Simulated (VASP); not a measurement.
A run of VASP 6.6.1 is set up as follows.

INCAR

```
SYSTEM = AlN
ALGO     = Normal         ! electronic algorithm
EDIFF    = 1E-7           ! SCF threshold, eV
ENCUT    = 520            ! plane-wave cutoff, eV
GGA      = PE             ! functional
ISIF     = 2              ! what is computed and relaxed
ISMEAR   = -1             ! smearing method
LASPH    = .TRUE.         ! aspherical terms in the spheres
LCHARG   = .FALSE.        ! write CHGCAR
LREAL    = .FALSE.        ! projectors in reciprocal space
LWAVE    = .FALSE.        ! write WAVECAR
NBANDS   = 11             ! bands
NELM     = 60             ! most SCF steps
PREC     = Accurate       ! precision mode
SIGMA    = 0.02           ! smearing width, eV
```

The input KPOINTS:

```
k-points
0
G
  10 10 10
  0 0 0
```

File POSCAR:

```
AlN
1.0
    0.0000000000      2.0188684521      2.0996231902
    2.0188684521      0.0000000000      2.0996231902
    2.0188684521      2.0188684521      0.0000000000
Al N
1 1
Direct
    0.0000000000      0.0000000000      0.0000000000
    0.5000000000      0.5000000000      0.5000000000
```

Potentials or basis: VASP PAW PBE potentials, release 64 (Al, N).

Command:

```sh
$ cat potpaw_PBE.64/Al/POTCAR potpaw_PBE.64/N/POTCAR > POTCAR
$ mpirun -np 1 vasp_std > vasp.out
```

(1) Estimate the pressure.

(2) What does it give for the band gap on the k mesh?

## Answers

(1) -3.2 GPa.

(2) 4.00 eV, indirect (least direct gap 4.98 eV).

Caveat: the cell differs from its parent crystal (uniaxial z strain +4.0%).
